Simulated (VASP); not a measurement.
# MgCd3O (Pm-3m) in VASP: notebook

The runs below take MgCd3O through relaxation of cell and atoms, single point, with PBE.

All numbers are computed with VASP 6.6.1; they aren't measurements. Logs are shortened: lines on timing, memory, paths and dates and some standing lists are left out, and cuts for length are marked.

### Step 1. The cell of the first run

It takes space group Pm-3m (No. 221, cubic). The conventional cell has a = 4.714 Å, b = 4.714 Å, c = 4.714 Å, α = 90.00°, β = 90.00°, γ = 90.00°. Mg (site symmetry m-3m) has 12 Cd at 3.33 Å and 8 O at 4.08 Å within 4.4 Å. Within 3.1 Å of Cd (site symmetry 4/mmm) lie 2 O at 2.36 Å. O (site symmetry m-3m) has 6 Cd at 2.36 Å within 3.1 Å.

### Step 2. Relaxation of cell and atoms, PBE

INCAR

```
SYSTEM = MgCd3O
PREC = Accurate
ENCUT = 600
EDIFF = 1E-7
ISMEAR = 0
SIGMA = 0.1
LREAL = .FALSE.
LASPH = .TRUE.
NELM = 120
ALGO = Normal
ISIF = 3
LWAVE = .FALSE.
LCHARG = .FALSE.
GGA = PE
IBRION = 2
NSW = 90
EDIFFG = -0.04
GGA_COMPAT = .FALSE.
NELMIN = 4
```

KPOINTS

```
Automatic mesh
0
G
  4 4 4
  0 0 0
```

POSCAR

```
MgCd3O
1.0
    4.7137113800      0.0000000000      0.0000000000
    0.0000000000      4.7137113800      0.0000000000
    0.0000000000      0.0000000000      4.7137113800
Mg Cd O
1 3 1
Direct
    0.0000000000      0.0000000000      0.0000000000
    0.0000000000      0.5000000000      0.5000000000
    0.5000000000      0.0000000000      0.5000000000
    0.5000000000      0.5000000000      0.0000000000
    0.5000000000      0.5000000000      0.5000000000
```

Potentials or basis: VASP PAW PBE potentials, release 64 (Mg, Cd, O).

On the command line:

```
cat potpaw_PBE.64/Mg/POTCAR potpaw_PBE.64/Cd/POTCAR potpaw_PBE.64/O/POTCAR > POTCAR
mpirun -np 1 vasp_std > vasp.out
```

OUTCAR:

```text
SYSTEM = MgCd3O
   PREC = Accurate
   ENCUT = 600
   EDIFF = 1E-7
   ISMEAR = 0
   LREAL = .FALSE.
   LASPH = .TRUE.
   NELM = 120
   ISIF = 3
   GGA = PE
   IBRION = 2
   NSW = 90
   EDIFFG = -0.04
   NELMIN = 4

 ion  position               nearest neighbor table
   1  0.000  0.000  0.000-   2 3.33   3 3.33   4 3.33   2 3.33   3 3.33   2 3.33   4 3.33   2 3.33
                             3 3.33   4 3.33   3 3.33   4 3.33
   2  0.000  0.500  0.500-   5 2.36   5 2.36   4 3.33   1 3.33   1 3.33   4 3.33   1 3.33   3 3.33
                             1 3.33   3 3.33   4 3.33   3 3.33   4 3.33   3 3.33
   3  0.500  0.000  0.500-   5 2.36   5 2.36   4 3.33   1 3.33   1 3.33   4 3.33   2 3.33   4 3.33
                             2 3.33   4 3.33   1 3.33   2 3.33   1 3.33   2 3.33
   4  0.500  0.500  0.000-   5 2.36   5 2.36   3 3.33   1 3.33   2 3.33   3 3.33   2 3.33   1 3.33
                             3 3.33   3 3.33   1 3.33   2 3.33   2 3.33   1 3.33
   5  0.500  0.500  0.500-   2 2.36   3 2.36   4 2.36   4 2.36   3 2.36   2 2.36

  LATTYP: Found a simple cubic cell.
 ALAT       =     4.7137113800

  Lattice vectors:

 A1 = (   4.7137113800,   0.0000000000,   0.0000000000)
 A2 = (   0.0000000000,   4.7137113800,   0.0000000000)
 A3 = (   0.0000000000,   0.0000000000,   4.7137113800)

Analysis of symmetry for initial positions (statically):
=====================================================================
 Subroutine PRICEL returns:
 Original cell was already a primitive cell.

 Routine SETGRP: Setting up the symmetry group for a
 simple cubic supercell.

 Subroutine GETGRP returns: Found 48 space group operations
 (whereof 48 operations were pure point group operations)
 out of a pool of 48 trial point group operations.

The static configuration has the point symmetry O_h .

Analysis of symmetry for dynamics (positions and initial velocities):
=====================================================================
 Subroutine PRICEL returns:
 Original cell was already a primitive cell.

 Routine SETGRP: Setting up the symmetry group for a
 simple cubic supercell.

 Subroutine GETGRP returns: Found 48 space group operations
 (whereof 48 operations were pure point group operations)
 out of a pool of 48 trial point group operations.

The dynamic configuration has the point symmetry O_h .

 Subroutine INISYM returns: Found 48 space group operations
 (whereof 48 operations are pure point group operations),
 and found     1 'primitive' translations

----------------------------------------------------------------------------------------

                                     Primitive cell

  volume of cell :     104.7343

  direct lattice vectors                    reciprocal lattice vectors
     4.713711380  0.000000000  0.000000000     0.212147058  0.000000000  0.000000000
     0.000000000  4.713711380  0.000000000     0.000000000  0.212147058  0.000000000
     0.000000000  0.000000000  4.713711380     0.000000000  0.000000000  0.212147058

  length of vectors
     4.713711380  4.713711380  4.713711380     0.212147058  0.212147058  0.212147058

  position of ions in fractional coordinates (direct lattice)
     0.000000000  0.000000000  0.000000000
     0.000000000  0.500000000  0.500000000
     0.500000000  0.000000000  0.500000000
     0.500000000  0.500000000  0.000000000
     0.500000000  0.500000000  0.500000000

  ion indices of the primitive-cell ions
   primitive index   ion index
                 1           1
                 2           2
                 3           3
                 4           4
                 5           5

----------------------------------------------------------------------------------------

 KPOINTS: Automatic mesh

Automatic generation of k-mesh.
 Grid dimensions read from file:
 generate k-points for:    4    4    4

 Generating k-lattice:

  Cartesian coordinates                     Fractional coordinates (reciprocal lattice)
     0.053036764  0.000000000  0.000000000     0.250000000  0.000000000  0.000000000
     0.000000000  0.053036764  0.000000000     0.000000000  0.250000000  0.000000000
     0.000000000  0.000000000  0.053036764     0.000000000  0.000000000  0.250000000

  Length of vectors
     0.053036764  0.053036764  0.053036764

  Shift w.r.t. Gamma in fractional coordinates (k-lattice)
     0.000000000  0.000000000  0.000000000

 Subroutine IBZKPT returns following result:
 ===========================================

 Found     10 irreducible k-points:

[... 23 lines left out ...]
   ICHARG =      2    charge: 1-file 2-atom 10-const
   ISPIN  =      1    spin polarized calculation?
   LNONCOLLINEAR =      F non collinear calculations
   LSORBIT =      F    spin-orbit coupling
   LASPH  =      T    aspherical Exc in radial PAW
   ENCUT  =  600.0 eV  44.10 Ry    6.64 a.u.   9.41  9.41  9.41*2*pi/ulx,y,z
   NELM   =    120;   NELMIN=  4; NELMDL= -5     # of ELM steps
   EDIFF  = 0.1E-06   stopping-criterion for ELM
   LREAL  =      F    real-space projection
   EDIFFG = -.4E-01   stopping-criterion for IOM
   NSW    =     90    number of steps for IOM
   IBRION =      2    ionic relax: 0-MD 1-quasi-New 2-CG
   NFREE  =      1    steps in history (QN), initial steepest desc. (CG)
   ISIF   =      3    stress and relaxation
   ISYM   =      2    0-nonsym 1-usesym 2-fastsym
   POTIM  = 0.5000    time-step for ionic-motion
   TEBEG  =    0.0;   TEEND  =   0.0 temperature during run
   PSTRESS=    0.0 pullay stress
   NELECT =      44.0000    total number of electrons
   NUPDOWN=      -1.0000    fix difference up-down
   EMIN   =  10.00;   EMAX   =-10.00  energy-range for DOS
   EFERMI =   0.00;   METHOD = LEGACY
   ISMEAR =     0;   SIGMA  =   0.10  broadening in eV -4-tet -1-fermi 0-gaus
   EFERMI_NEDOS =   21; number of points for ismear=-14 and -15
   IALGO  =     38    algorithm
   IMIX   =      4    mixing-type and parameters
     AMIX     =   0.40;   BMIX     =  1.00
     AMIX_MAG =   1.60;   BMIX_MAG =  1.00
  volume/ion in A,a.u.               =      20.95       141.36
  Fermi-wavevector in a.u.,A,eV,Ry     =   1.226110  2.317012 20.454257  1.503346
  Thomas-Fermi vector in A             =   2.361123
   LORBIT       =      0    0 simple, 1 ext, 2 COOP (PROOUT), +10 PAW based schemes
   GGA     = PE    functional components
   LHFCALC =     F    Hartree Fock is set to
   AEXX    =    0.0000 exact exchange contribution
   IVDW    =     0    specifies the selected vdW correction
   LEPSILON=     F    determine dielectric tensor
   LRPA    =     F    only Hartree local field effects (RPA)
 conjugate gradient relaxation of ions
 non-spin polarized calculation
 Gauss-broadening in eV      SIGMA  =   0.10
  energy-cutoff  :      600.00
  volume of cell :      104.73
 maximum number of plane-waves:      3532
 NGX is ok and might be reduce to    40
   NGX = 19   NGY = 19   NGZ = 19

--------------------------------------- Ionic step        1  -------------------------------------------

 number of electron      44.0000020 magnetization

 Free energy of the ion-electron system (eV)
  ---------------------------------------------------
  ext. energy  EPLUGINS =         0.00000000
  ---------------------------------------------------
  free energy    TOTEN  =        -9.36598294 eV

  energy without entropy =       -9.35559713  energy(sigma->0) =       -9.36079003

 E-fermi :   2.2959     XC(G=0):  -9.9943

 val. band max:        2.0596402030   @ k =   0.5000   0.5000   0.5000
 cond. band min:       2.3108988715   @ k =   0.5000   0.2500   0.0000
 fundamental gap:      0.2512586685
 Fermi energy:         2.2959410267

 k-point     1 :       0.0000    0.0000    0.0000
  band No.  band energies     occupation
      1     -16.2840      2.00000
      2      -6.7524      2.00000
      3      -6.7524      2.00000
      4      -6.7524      2.00000
      5      -6.6177      2.00000
      6      -6.6177      2.00000
[... 279 lines left out ...]
     25       3.5255      0.00000
     26       3.5255      0.00000

------------------------ aborting loop because EDIFF is reached ----------------------------------------

  FORCE on cell =-STRESS in cart. coord.  units (eV):
  Direction    XX          YY          ZZ          XY          YZ          ZX
  --------------------------------------------------------------------------------------
  -------------------------------------------------------------------------------------
  Total       -0.3316116     -0.3316116     -0.3316116     -0.0000000     -0.0000000     -0.0000000
  in kB       -5.0728420     -5.0728420     -5.0728420     -0.0000000     -0.0000000     -0.0000000
  external PRESSURE =      -5.0728420 kB  Pullay stress =       0.0000000 kB

 VOLUME and BASIS-vectors are now :
 -----------------------------------------------------------------------------
  energy-cutoff  :      600.00
  volume of cell :      104.73
      direct lattice vectors                 reciprocal lattice vectors
     4.713711380  0.000000000  0.000000000     0.212147058  0.000000000  0.000000000
     0.000000000  4.713711380  0.000000000     0.000000000  0.212147058  0.000000000
     0.000000000  0.000000000  4.713711380     0.000000000  0.000000000  0.212147058

 POSITION                                       TOTAL-FORCE (eV/Angst)
 -----------------------------------------------------------------------------------
      0.00000      0.00000      0.00000         0.000000      0.000000      0.000000
      0.00000      2.35686      2.35686         0.000000      0.000000      0.000000
      2.35686      0.00000      2.35686         0.000000      0.000000      0.000000
      2.35686      2.35686      0.00000         0.000000      0.000000      0.000000
      2.35686      2.35686      2.35686         0.000000      0.000000      0.000000
 -----------------------------------------------------------------------------------
    total drift:                               -0.000000     -0.000000     -0.000000

  FREE ENERGIE OF THE ION-ELECTRON SYSTEM (eV)
  ---------------------------------------------------
  free  energy   TOTEN  =        -9.3659829432 eV

  energy  without entropy=       -9.3555971251  energy(sigma->0) =       -9.36079003

--------------------------------------- Ionic step        2  -------------------------------------------

 number of electron      44.0000018 magnetization

 Free energy of the ion-electron system (eV)
  ---------------------------------------------------
  ext. energy  EPLUGINS =         0.00000000
  ---------------------------------------------------
  free energy    TOTEN  =        -9.36743470 eV

  energy without entropy =       -9.35706416  energy(sigma->0) =       -9.36224943

 E-fermi :   2.3558     XC(G=0): -10.0385

 val. band max:        2.1399434714   @ k =   0.5000   0.5000   0.5000
 cond. band min:       2.3706871659   @ k =   0.5000   0.2500   0.0000
 fundamental gap:      0.2307436945
 Fermi energy:         2.3557926755

 k-point     1 :       0.0000    0.0000    0.0000
  band No.  band energies     occupation
      1     -16.2824      2.00000
      2      -6.7134      2.00000
      3      -6.7134      2.00000
      4      -6.7134      2.00000
      5      -6.5739      2.00000
      6      -6.5739      2.00000
[... 279 lines left out ...]
     25       3.6124      0.00000
     26       3.6124      0.00000

------------------------ aborting loop because EDIFF is reached ----------------------------------------

  FORCE on cell =-STRESS in cart. coord.  units (eV):
  Direction    XX          YY          ZZ          XY          YZ          ZX
  --------------------------------------------------------------------------------------
  -------------------------------------------------------------------------------------
  Total        0.0273709      0.0273709      0.0273709     -0.0000000     -0.0000000      0.0000000
  in kB        0.4227529      0.4227529      0.4227529     -0.0000000     -0.0000000      0.0000000
  external PRESSURE =       0.4227529 kB  Pullay stress =       0.0000000 kB

 VOLUME and BASIS-vectors are now :
 -----------------------------------------------------------------------------
  energy-cutoff  :      600.00
  volume of cell :      103.73
      direct lattice vectors                 reciprocal lattice vectors
     4.698629555 -0.000000000 -0.000000000     0.212828015  0.000000000  0.000000000
    -0.000000000  4.698629555 -0.000000000     0.000000000  0.212828015  0.000000000
    -0.000000000 -0.000000000  4.698629555     0.000000000  0.000000000  0.212828015

 POSITION                                       TOTAL-FORCE (eV/Angst)
 -----------------------------------------------------------------------------------
      0.00000      0.00000      0.00000        -0.000000     -0.000000      0.000000
     -0.00000      2.34931      2.34931         0.000000      0.000000      0.000000
      2.34931     -0.00000      2.34931        -0.000000      0.000000      0.000000
      2.34931      2.34931     -0.00000        -0.000000      0.000000      0.000000
      2.34931      2.34931      2.34931        -0.000000     -0.000000      0.000000
 -----------------------------------------------------------------------------------
    total drift:                               -0.000000     -0.000000     -0.000000

  FREE ENERGIE OF THE ION-ELECTRON SYSTEM (eV)
  ---------------------------------------------------
  free  energy   TOTEN  =        -9.3674347021 eV

  energy  without entropy=       -9.3570641609  energy(sigma->0) =       -9.36224943

 reached required accuracy - stopping structural energy minimisation
```

Wall time 79 s (1 thread of AMD EPYC 9R45 (Zen 5), shared host); peak memory 0.23 GiB.

What came out:

- Free energy: -9.3674 eV
- Relaxed volume: 20.75 Å³/atom
- Relaxed cell: a = 4.699 Å, b = 4.699 Å, c = 4.699 Å, α = 90.00°, β = 90.00°, γ = 90.00°
- Space group after relaxing (to 0.05 Å): Pm-3m (No. 221)
- Energy gained by relaxing: 0.3 meV/atom
- Ionic steps: 2
- Pressure after relaxing: 0.0 GPa
- Band gap on the k mesh: zero (band 22 reaches 3.49 eV, above the bottom of band 23 at 1.77 eV)

Step by step:
| step | energy change (eV) | largest force (eV/Å) | pressure (GPa) | volume (Å³) |
| --- | --- | --- | --- | --- |
| 1 | 0.0000 | 0.0000 | -0.51 | 104.73 |
| 2 | -0.0015 | 0.0000 | 0.04 | 103.73 |

Final structure:
```cif
data_structure
_symmetry_space_group_name_H-M 'P 1'
_symmetry_Int_Tables_number 1
_cell_length_a 4.6986
_cell_length_b 4.6986
_cell_length_c 4.6986
_cell_angle_alpha 90.000
_cell_angle_beta 90.000
_cell_angle_gamma 90.000
_cell_volume 103.73
loop_
_atom_site_label
_atom_site_type_symbol
_atom_site_fract_x
_atom_site_fract_y
_atom_site_fract_z
_atom_site_occupancy
Mg1 Mg 0.00000 0.00000 0.00000 1
Cd1 Cd 0.00000 0.50000 0.50000 1
Cd2 Cd 0.50000 0.00000 0.50000 1
Cd3 Cd 0.50000 0.50000 0.00000 1
O1 O 0.50000 0.50000 0.50000 1
```

Levels at points of the mesh, in eV from the Fermi level:
| k point | band 20 | band 21 | band 22 | band 23 | band 24 | band 25 |
| --- | --- | --- | --- | --- | --- | --- |
| (0.00, 0.00, 0.00) | -4.65 | 0.22 | 0.22 | 1.12 | 1.12 | 1.12 |
| (0.50, 0.00, 0.00) | -4.11 | -1.68 | 1.13 | 1.98 | 1.98 | 2.57 |
| (0.50, 0.50, 0.00) | -2.98 | -1.99 | -0.42 | -0.42 | 3.31 | 3.31 |
| (0.50, 0.50, 0.50) | -1.75 | -1.75 | -1.75 | -0.22 | 1.26 | 1.26 |

### Step 3. Single point, PBE

This run uses another cell than the first one, of 20.78 Å³/atom, 0.992 times its volume.

INCAR

```
SYSTEM = MgCd3O
ALGO     = Normal         ! electronic algorithm
EDIFF    = 1E-6           ! SCF threshold, eV
ENCUT    = 600            ! plane-wave cutoff, eV
GGA      = PE             ! functional
GGA_COMPAT= .False.      
ISIF     = 2              ! what is computed and relaxed
ISMEAR   = 0              ! smearing method
LASPH    = .True.         ! aspherical terms in the spheres
LCHARG   = .False.        ! write CHGCAR
LREAL    = .False.        ! projectors in reciprocal space
LWAVE    = .False.        ! write WAVECAR
NBANDS   = 30             ! bands
NELM     = 120            ! most SCF steps
PREC     = Accurate       ! precision mode
SIGMA    = 0.1            ! smearing width, eV
```

KPOINTS

```
k-points
0
Gamma
  8 8 8
  0 0 0
```

POSCAR, as its differences from that of step 2:

```diff
@@ -2,5 +2,5 @@
 1.0
-    4.7137113800      0.0000000000      0.0000000000
-    0.0000000000      4.7137113800      0.0000000000
-    0.0000000000      0.0000000000      4.7137113800
+    4.7011579057      0.0000000000      0.0000000000
+    0.0000000000      4.7011579057      0.0000000000
+    0.0000000000      0.0000000000      4.7011579057
 Mg Cd O
```

Potentials or basis: VASP PAW PBE potentials, release 64 (Mg, Cd, O).

On the command line:

```
cat potpaw_PBE.64/Mg/POTCAR potpaw_PBE.64/Cd/POTCAR potpaw_PBE.64/O/POTCAR > POTCAR
mpirun -np 1 vasp_std > vasp.out
```

Wall time 2.2 min (1 thread of AMD EPYC 9R45 (Zen 5), shared host); peak memory 0.27 GiB.

The run converged. Its results:

```yaml
Free_energy: -9.2356 eV
Pressure: 0.3 GPa
Band_gap_on_the_k_mesh: zero (band 22 reaches 3.49 eV, above the bottom of band 23 at 1.78 eV)
```

Levels at points of the mesh, in eV from the Fermi level:
| k point | band 18 | band 19 | band 20 | band 21 | band 22 | band 23 | band 24 | band 25 | band 26 | band 27 |
| --- | --- | --- | --- | --- | --- | --- | --- | --- | --- | --- |
| (0.00, 0.00, 0.00) | -4.61 | -4.61 | -4.61 | 0.21 | 0.21 | 1.09 | 1.09 | 1.09 | 3.40 | 6.10 |
| (0.50, 0.00, 0.00) | -4.18 | -4.18 | -4.11 | -1.68 | 1.13 | 1.94 | 1.94 | 2.54 | 3.32 | 3.32 |
| (0.50, 0.50, 0.00) | -5.13 | -3.84 | -3.02 | -2.00 | -0.42 | -0.42 | 3.29 | 3.29 | 4.10 | 4.15 |
| (0.50, 0.50, 0.50) | -4.28 | -4.28 | -1.78 | -1.78 | -1.78 | -0.29 | 1.26 | 1.26 | 1.26 | 2.82 |

### Step 4. Single point, PBE, collinear spin, ferromagnetic start

This run uses another cell than the first one, of 20.63 Å³/atom, 0.985 times its volume.

INCAR

```
SYSTEM = MgCd3O
PREC = Accurate ; ENCUT = 600
EDIFF = 1E-6 ; ISMEAR = 0
SIGMA = 0.1 ; LREAL = .FALSE.
LASPH = .TRUE. ; NELM = 200
ALGO = Normal ; ISIF = 2
LWAVE = .FALSE. ; LCHARG = .FALSE.
ISPIN = 2 ; MAGMOM = 0 0 0 0 1
LORBIT = 11 ; GGA = PE
NBANDS = 34 ; GGA_COMPAT = .FALSE.
```

KPOINTS

```
regular mesh
0
G
  4 4 4
  0 0 0
```

POSCAR, as its differences from that of step 3:

```diff
@@ -2,5 +2,5 @@
 1.0
-    4.7011579057      0.0000000000      0.0000000000
-    0.0000000000      4.7011579057      0.0000000000
-    0.0000000000      0.0000000000      4.7011579057
+    4.6895686063      0.0000000000      0.0000000000
+    0.0000000000      4.6895686063      0.0000000000
+    0.0000000000      0.0000000000      4.6895686063
 Mg Cd O
```

On the command line:

```
cat potpaw_PBE.64/Mg/POTCAR potpaw_PBE.64/Cd/POTCAR potpaw_PBE.64/O/POTCAR > POTCAR
mpirun -np 1 vasp_std > vasp.out
```

It took 89 s on 1 thread of AMD EPYC 9R45 (Zen 5), shared host; peak memory 0.28 GiB.

The run converged. Its results:

| Quantity | Value |
| --- | --- |
| Free energy | -9.3653 eV |
| Pressure | 0.4 GPa |
| Band gap on the k mesh | zero (filled and empty bands overlap) |
| Net moment | 0.00 μB per cell |
| Valence electrons inside the program's atomic spheres | Mg 0.32; Cd 10.23; O 4.92 |

Levels at points of the mesh, in eV from the Fermi level:
Spin up:
| k point | band 18 | band 19 | band 20 | band 21 | band 22 | band 23 | band 24 | band 25 | band 26 | band 27 |
| --- | --- | --- | --- | --- | --- | --- | --- | --- | --- | --- |
| (0.00, 0.00, 0.00) | -4.68 | -4.68 | -4.68 | 0.23 | 0.23 | 1.12 | 1.12 | 1.12 | 3.50 | 6.14 |
| (0.50, 0.00, 0.00) | -4.24 | -4.24 | -4.11 | -1.68 | 1.15 | 1.99 | 1.99 | 2.57 | 3.35 | 3.35 |
| (0.50, 0.50, 0.00) | -5.16 | -3.89 | -2.99 | -1.99 | -0.42 | -0.42 | 3.32 | 3.32 | 4.18 | 4.23 |
| (0.50, 0.50, 0.50) | -4.31 | -4.31 | -1.77 | -1.77 | -1.77 | -0.20 | 1.27 | 1.27 | 1.27 | 2.83 |
Spin down:
| k point | band 19 | band 20 | band 21 | band 22 | band 23 | band 24 | band 25 | band 26 |
| --- | --- | --- | --- | --- | --- | --- | --- | --- |
| (0.00, 0.00, 0.00) | -4.68 | -4.68 | 0.23 | 0.23 | 1.12 | 1.12 | 1.12 | 3.50 |
| (0.50, 0.00, 0.00) | -4.24 | -4.11 | -1.68 | 1.15 | 1.99 | 1.99 | 2.57 | 3.35 |
| (0.50, 0.50, 0.00) | -3.89 | -2.99 | -1.99 | -0.42 | -0.42 | 3.32 | 3.32 | 4.18 |
| (0.50, 0.50, 0.50) | -4.31 | -1.77 | -1.77 | -1.77 | -0.20 | 1.27 | 1.27 | 1.27 |

[end of part 1 of 2]
